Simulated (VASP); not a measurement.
Wanted: the native input for a VASP 6.6.1 run.

```yaml
Task: single point
Functional: PBE
Potentials_or_basis: VASP PAW PBE potentials, release 64 (Sr_sv, Na_pv)
Cutoff: 520 eV
k_mesh: 1 × 1 × 1
Occupations: fermi-dirac, width 0.05 eV
Spin: no spin polarisation
Dipole_correction: no
Further_INCAR_settings: LREAL = Auto; ALGO = Normal; EDIFF = 1e-07; NBANDS = 186
```

The structure of NaSr32 (a cell with a defect) lies in POSCAR:

```
NaSr32
1.0
   12.1600000000      0.0000000000      0.0000000000
    0.0000000000     12.1600000000      0.0000000000
    0.0000000000      0.0000000000     12.1600000000
Sr Na
32 1
Direct
    0.6079523026      0.0081990132     -0.0531250000
    0.7822697368      0.2482401316     -0.0393585526
    0.7508717105      0.0085361842      0.2727302632
   -0.0062828947     -0.0408470395     -0.0331332237
    0.1042598684      0.3094819079     -0.0039391447
    0.5555838816      0.4723437500     -0.0346792763
    0.7337911184      0.7089720395     -0.0244161184
    0.2529029605      0.0016200658      0.2022532895
    0.5287335526      0.1852302632      0.2447615132
    0.6394490132      0.4847697368      0.2418009868
    0.4535690789      0.0045394737      0.5361019737
    0.7391036184      0.2646957237      0.5429276316
    0.7800904605     -0.0085444079      0.6738815789
    0.0120065789      0.5668338816     -0.0059539474
    0.2754687500      0.7094819079      0.0067598684
   -0.0839884868      0.3419736842      0.2912664474
    0.2480427632      0.5046792763      0.2559621711
    0.4634375000      0.7641036184      0.2071628289
    0.0729276316      0.0411184211      0.4828782895
    0.2891940789      0.2915953947      0.4551726974
    0.5092023026      0.4648766447      0.5563157895
    0.6645312500      0.7408963816      0.4677138158
    0.2470559211      0.0013404605      0.7483470395
    0.3745148026      0.2301644737      1.0108552632
    0.8276233553      0.4940378289      0.7568832237
    0.0247861842      0.7445394737      0.2638898026
    0.0249259868      0.5218256579      0.4984457237
    0.3330263158      0.7282812500      0.4852713816
    0.0099095395      0.2507154605      0.7118996711
    0.2334786184      0.4715707237      0.7675904605
    0.5018996711      0.7246381579      0.7530263158
    0.0468503289      0.7730921053      0.7049177632
    0.5053865132      0.1976398026      0.7144078947
```

One way to write it, as run:

INCAR

```
SYSTEM = NaSr32
  ALGO = Normal
  EDIFF = 1E-7
  ENCUT = 520
  GGA = PE
  ISIF = 2
  ISMEAR = -1
  LASPH = .TRUE.
  LCHARG = .TRUE.
  LELF = .TRUE.
  LREAL = Auto
  LVHAR = .TRUE.
  LWAVE = .FALSE.
  NBANDS = 186
  NELM = 60
  PREC = Accurate
  SIGMA = 0.05
```

KPOINTS

```
k-points
0
G
  1 1 1
  0 0 0
```

Potentials or basis: VASP PAW PBE potentials, release 64 (Sr_sv, Na_pv).

Launch:

```bash
$ cat potpaw_PBE.64/Sr_sv/POTCAR potpaw_PBE.64/Na_pv/POTCAR > POTCAR
$ mpirun -np 1 vasp_gam > vasp.out
```

Results of the run:

| Item | Value |
| --- | --- |
| Pressure | 0.8 GPa |
| Largest force | 1.145 eV/Å |
| Band gap on the k mesh | zero (an odd number of electrons rules out a gap without spin polarisation) |

Caveat: the k points lie up to 0.52 Å⁻¹ apart, too coarse for converged energies and pressures of a metal.

It took 9.9 min on 1 thread of Intel Xeon 8259CL (shared host), peak memory 1.3 GiB.
